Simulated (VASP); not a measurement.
# I (Pm-3m) in VASP: further runs

Runs on I. Level: PBE. Tasks: single point.

Program: VASP 6.6.1. These are calculated values, not measurements. Logs are shortened: lines on timing, memory, paths and dates and some standing lists are left out, and cuts for length are marked.

## Step 1: The cell of the first run

Symmetry: Pm-3m, No. 221, cubic system. Conventional cell: a = 2.619 Å, b = 2.619 Å, c = 2.619 Å, α = 90.00°, β = 90.00°, γ = 90.00°. I (site symmetry m-3m) has 6 I at 2.62 Å within 3.5 Å.

## Step 2: Single point, PBE (17.96 Å³/atom)

File INCAR:

```
ALGO = Normal
EDIFF = 1E-6
ENCUT = 520
GGA = PE
ISIF = 2
ISMEAR = -1
LASPH = T
LCHARG = F
LREAL = F
LWAVE = F
NBANDS = 10
NELM = 60
PREC = Accurate
SIGMA = 0.1
```

File KPOINTS:

```
k-points
0
Gamma
  11 11 11
```

File POSCAR:

```
I
1.0
    2.6187841314      0.0000000000      0.0000000000
    0.0000000000      2.6187841314      0.0000000000
    0.0000000000      0.0000000000      2.6187841314
I
1
Direct
    0.0000000000      0.0000000000      0.0000000000
```

Potentials or basis: VASP PAW PBE potentials, release 64 (I).

Run with:

```bash
$ cat potpaw_PBE.64/I/POTCAR > POTCAR
$ mpirun -np 1 vasp_std > vasp.out
```

OUTCAR:

```text
EDIFF = 1E-6
   ENCUT = 520
   GGA = PE
   ISIF = 2
   ISMEAR = -1
   LASPH = T
   LREAL = F
   NELM = 60
   PREC = Accurate

 ion  position               nearest neighbor table
   1  0.000  0.000  0.000-

  LATTYP: Found a simple cubic cell.
 ALAT       =     2.6187841314

  Lattice vectors:

 A1 = (   2.6187841314,   0.0000000000,   0.0000000000)
 A2 = (   0.0000000000,   2.6187841314,   0.0000000000)
 A3 = (   0.0000000000,   0.0000000000,   2.6187841314)

Analysis of symmetry for initial positions (statically):
=====================================================================
 Subroutine PRICEL returns:
 Original cell was already a primitive cell.

 Routine SETGRP: Setting up the symmetry group for a
 simple cubic supercell.

 Subroutine GETGRP returns: Found 48 space group operations
 (whereof 48 operations were pure point group operations)
 out of a pool of 48 trial point group operations.

The static configuration has the point symmetry O_h .

Analysis of symmetry for dynamics (positions and initial velocities):
=====================================================================
 Subroutine PRICEL returns:
 Original cell was already a primitive cell.

 Routine SETGRP: Setting up the symmetry group for a
 simple cubic supercell.

 Subroutine GETGRP returns: Found 48 space group operations
 (whereof 48 operations were pure point group operations)
 out of a pool of 48 trial point group operations.

The dynamic configuration has the point symmetry O_h .

 Subroutine INISYM returns: Found 48 space group operations
 (whereof 48 operations are pure point group operations),
 and found     1 'primitive' translations

----------------------------------------------------------------------------------------

                                     Primitive cell

  volume of cell :      17.9597

  direct lattice vectors                    reciprocal lattice vectors
     2.618784131  0.000000000  0.000000000     0.381856598  0.000000000  0.000000000
     0.000000000  2.618784131  0.000000000     0.000000000  0.381856598  0.000000000
     0.000000000  0.000000000  2.618784131     0.000000000  0.000000000  0.381856598

  length of vectors
     2.618784131  2.618784131  2.618784131     0.381856598  0.381856598  0.381856598

  position of ions in fractional coordinates (direct lattice)
     0.000000000  0.000000000  0.000000000

  ion indices of the primitive-cell ions
   primitive index   ion index
                 1           1

----------------------------------------------------------------------------------------

 KPOINTS: k-points

Automatic generation of k-mesh.
 Grid dimensions read from file:
 generate k-points for:   11   11   11

 Generating k-lattice:

  Cartesian coordinates                     Fractional coordinates (reciprocal lattice)
     0.034714236  0.000000000  0.000000000     0.090909091  0.000000000  0.000000000
     0.000000000  0.034714236  0.000000000     0.000000000  0.090909091  0.000000000
     0.000000000  0.000000000  0.034714236     0.000000000  0.000000000  0.090909091

  Length of vectors
     0.034714236  0.034714236  0.034714236

  Shift w.r.t. Gamma in fractional coordinates (k-lattice)
     0.000000000  0.000000000  0.000000000

 Subroutine IBZKPT returns following result:
 ===========================================

 Found     56 irreducible k-points:

 Following reciprocal coordinates:
            Coordinates               Weight
  0.000000  0.000000  0.000000      1.000000
  0.090909  0.000000  0.000000      6.000000
  0.181818  0.000000  0.000000      6.000000
  0.272727  0.000000  0.000000      6.000000
  0.363636  0.000000  0.000000      6.000000
  0.454545  0.000000  0.000000      6.000000
[... 16 lines left out ...]
  0.181818  0.090909  0.090909     24.000000
  0.272727  0.090909  0.090909     24.000000
 [... further k-points ...]
   k-points           NKPTS =     56   k-points in BZ     NKDIM =     56   number of bands    NBANDS=     10
   number of dos      NEDOS =    301   number of ions     NIONS =      1
   total plane-waves  NPLWV =   8000
   dimension x,y,z NGX =    20 NGY =   20 NGZ =   20
   dimension x,y,z NGXF=    40 NGYF=   40 NGZF=   40
   ions per type =               1
   NGX,Y,Z   is equivalent  to a cutoff of  12.70, 12.70, 12.70 a.u.
   NGXF,Y,Z  is equivalent  to a cutoff of  25.39, 25.39, 25.39 a.u.
 SYSTEM =  unknown system
   PREC   = accura    normal or accurate (medium, high low for compatibility)
   ISTART =      0    job   : 0-new  1-cont  2-samecut
   ICHARG =      2    charge: 1-file 2-atom 10-const
   ISPIN  =      1    spin polarized calculation?
   LNONCOLLINEAR =      F non collinear calculations
   LSORBIT =      F    spin-orbit coupling
   LASPH  =      T    aspherical Exc in radial PAW
   ENCUT  =  520.0 eV  38.22 Ry    6.18 a.u.   4.87  4.87  4.87*2*pi/ulx,y,z
   NELM   =     60;   NELMIN=  2; NELMDL= -5     # of ELM steps
   EDIFF  = 0.1E-05   stopping-criterion for ELM
   LREAL  =      F    real-space projection
   EDIFFG = 0.1E-04   stopping-criterion for IOM
   NSW    =      0    number of steps for IOM
   IBRION =     -1    ionic relax: 0-MD 1-quasi-New 2-CG
   NFREE  =      0    steps in history (QN), initial steepest desc. (CG)
   ISIF   =      2    stress and relaxation
   ISYM   =      2    0-nonsym 1-usesym 2-fastsym
   POTIM  = 0.5000    time-step for ionic-motion
   TEBEG  =    0.0;   TEEND  =   0.0 temperature during run
   PSTRESS=    0.0 pullay stress
   NELECT =       7.0000    total number of electrons
   NUPDOWN=      -1.0000    fix difference up-down
   EMIN   =  10.00;   EMAX   =-10.00  energy-range for DOS
   EFERMI =   0.00;   METHOD = LEGACY
   ISMEAR =    -1;   SIGMA  =   0.10  broadening in eV -4-tet -1-fermi 0-gaus
   EFERMI_NEDOS =   21; number of points for ismear=-14 and -15
   IALGO  =     38    algorithm
   IMIX   =      4    mixing-type and parameters
     AMIX     =   0.40;   BMIX     =  1.00
     AMIX_MAG =   1.60;   BMIX_MAG =  1.00
  volume/ion in A,a.u.               =      17.96       121.20
  Fermi-wavevector in a.u.,A,eV,Ry     =   1.195844  2.259817 19.456910  1.430043
  Thomas-Fermi vector in A             =   2.331799
   LORBIT       =      0    0 simple, 1 ext, 2 COOP (PROOUT), +10 PAW based schemes
   GGA     = PE    functional components
   LHFCALC =     F    Hartree Fock is set to
   AEXX    =    0.0000 exact exchange contribution
   IVDW    =     0    specifies the selected vdW correction
   LEPSILON=     F    determine dielectric tensor
   LRPA    =     F    only Hartree local field effects (RPA)
 non-spin polarized calculation
  energy-cutoff  :      520.00
  volume of cell :       17.96
 maximum number of plane-waves:       494
 NGX is ok and might be reduce to    20
   NGX =  9   NGY =  9   NGZ =  9

 number of electron       6.9999999 magnetization

 Free energy of the ion-electron system (eV)
  ---------------------------------------------------
  ext. energy  EPLUGINS =         0.00000000
  ---------------------------------------------------
  free energy    TOTEN  =         3.50815393 eV

  energy without entropy =        3.52483021  energy(sigma->0) =        3.51649207

 E-fermi :  17.2014     XC(G=0): -12.2432

 val. band max:       17.1408857147   @ k =   0.2727   0.1818   0.0909
 cond. band min:      17.2301235250   @ k =   0.0909   0.0909   0.0000
 fundamental gap:      0.0892378103
 Fermi energy:        17.2013506109

 k-point     1 :       0.0000    0.0000    0.0000
  band No.  band energies     occupation
      1      -4.8779      2.00000
      2      16.8684      1.93083
      3      16.8684      1.93083
      4      16.8684      1.93083
      5      21.2153      0.00000
      6      21.2153      0.00000
      7      25.1906      0.00000
      8      36.1983      0.00000
      9      36.1983      0.00000
     10      36.1983      0.00000

 k-point     2 :       0.0909    0.0000    0.0000
  band No.  band energies     occupation
      1      -4.7016      2.00000
      2      14.8632      2.00000
      3      17.0490      1.64222
      4      17.0490      1.64222
      5      21.3391      0.00000
      6      22.6223      0.00000
      7      26.1172      0.00000
      8      34.8808      0.00000
      9      35.2431      0.00000
     10      35.2431      0.00000

 k-point     3 :       0.1818    0.0000    0.0000
  band No.  band energies     occupation
      1      -4.1780      2.00000
      2      11.6993      2.00000
      3      17.5696      0.04908
      4      17.5696      0.04908
      5      21.7095      0.00000
      6      23.7829      0.00000
      7      29.0830      0.00000
      8      32.5520      0.00000
      9      33.2165      0.00000
     10      33.2165      0.00000

 k-point     4 :       0.2727    0.0000    0.0000
  band No.  band energies     occupation
      1      -3.3321      2.00000
      2       8.6648      2.00000
      3      18.3579      0.00002
      4      18.3579      0.00002
      5      22.3196      0.00000
      6      24.5515      0.00000
      7      30.2796      0.00000
      8      31.0787      0.00000
      9      31.0787      0.00000
     10      32.5272      0.00000

 k-point     5 :       0.3636    0.0000    0.0000
  band No.  band energies     occupation
      1      -2.2517      2.00000
      2       6.0624      2.00000
      3      19.2516      0.00000
      4      19.2516      0.00000
      5      23.1362      0.00000
      6      25.3500      0.00000
      7      28.3128      0.00000
      8      29.2372      0.00000
      9      29.2372      0.00000
     10      31.4202      0.00000

 k-point     6 :       0.4545    0.0000    0.0000
  band No.  band energies     occupation
      1      -1.2727      2.00000
      2       4.3066      2.00000
      3      19.9177      0.00000
      4      19.9177      0.00000
      5      23.9697      0.00000
      6      26.0606      0.00000
      7      26.8960      0.00000
      8      28.0883      0.00000
      9      28.0883      0.00000
     10      30.0419      0.00000
[... 183 lines left out ...]
 k-point    21 :       0.4545    0.4545    0.0000
  band No.  band energies     occupation
      1       2.6239      2.00000
      2       7.0347      2.00000
      3       7.2900      2.00000
      4      15.1790      2.00000
      5      23.2804      0.00000
      6      28.5636      0.00000
      7      29.1936      0.00000
      8      30.7966      0.00000
      9      30.9082      0.00000
     10      31.5573      0.00000

 k-point    22 :       0.0909    0.0909    0.0909
  band No.  band energies     occupation
      1      -4.3488      2.00000
      2      14.9693      2.00000
      3      14.9693      2.00000
      4      15.7659      2.00000
      5      23.8484      0.00000
      6      23.8484      0.00000
      7      27.1666      0.00000
      8      32.6892      0.00000
      9      32.6892      0.00000
     10      35.2604      0.00000

 k-point    23 :       0.1818    0.0909    0.0909
  band No.  band energies     occupation
      1      -3.8252      2.00000
      2      12.0054      2.00000
      3      15.4611      2.00000
      4      16.0993      1.99997
      5      24.2405      0.00000
      6      25.5880      0.00000
      7      29.0582      0.00000
      8      30.1124      0.00000
      9      31.5721      0.00000
     10      34.6589      0.00000

 k-point    24 :       0.2727    0.0909    0.0909
  band No.  band energies     occupation
      1      -2.9790      2.00000
      2       8.9879      2.00000
      3      16.2148      1.99990
      4      16.9003      1.90605
      5      24.8494      0.00000
      6      25.9268      0.00000
      7      27.7815      0.00000
      8      29.2730      0.00000
      9      33.1547      0.00000
     10      34.0352      0.00000

 [... further k-points ...]

------------------------ aborting loop because EDIFF is reached ----------------------------------------

  FORCE on cell =-STRESS in cart. coord.  units (eV):
  Direction    XX          YY          ZZ          XY          YZ          ZX
  --------------------------------------------------------------------------------------
  -------------------------------------------------------------------------------------
  Total       14.2784042     14.2784042     14.2784042     -0.0000000     -0.0000000      0.0000000
  in kB     1273.7703958   1273.7703958   1273.7703958     -0.0000000     -0.0000000      0.0000000
  external PRESSURE =    1273.7703958 kB  Pullay stress =       0.0000000 kB

 VOLUME and BASIS-vectors are now :
 -----------------------------------------------------------------------------
  energy-cutoff  :      520.00
  volume of cell :       17.96
      direct lattice vectors                 reciprocal lattice vectors
     2.618784131  0.000000000  0.000000000     0.381856598  0.000000000  0.000000000
     0.000000000  2.618784131  0.000000000     0.000000000  0.381856598  0.000000000
     0.000000000  0.000000000  2.618784131     0.000000000  0.000000000  0.381856598

 POSITION                                       TOTAL-FORCE (eV/Angst)
 -----------------------------------------------------------------------------------
      0.00000      0.00000      0.00000         0.000000      0.000000      0.000000
 -----------------------------------------------------------------------------------
    total drift:                               -0.000000     -0.000000      0.000000

  FREE ENERGIE OF THE ION-ELECTRON SYSTEM (eV)
  ---------------------------------------------------
  free  energy   TOTEN  =         3.5081539251 eV

  energy  without entropy=        3.5248302118  energy(sigma->0) =        3.51649207
```

Run time: 10 s. Hardware: 1 thread of Intel Xeon 8259CL, shared host; peak memory 0.13 GiB.

Results:

```
Free energy            : 3.5082 eV
Pressure               : 127.4 GPa
Band gap on the k mesh : zero (an odd number of electrons rules out a gap without spin polarisation)
```

Caveat: the cell stands under pressure; spin-orbit coupling is left out, which moves the levels of the heavy elements; an odd number of electrons without spin polarisation forces a metal; a magnetic or distorted state may lie lower.

[end of part 1 of 2]
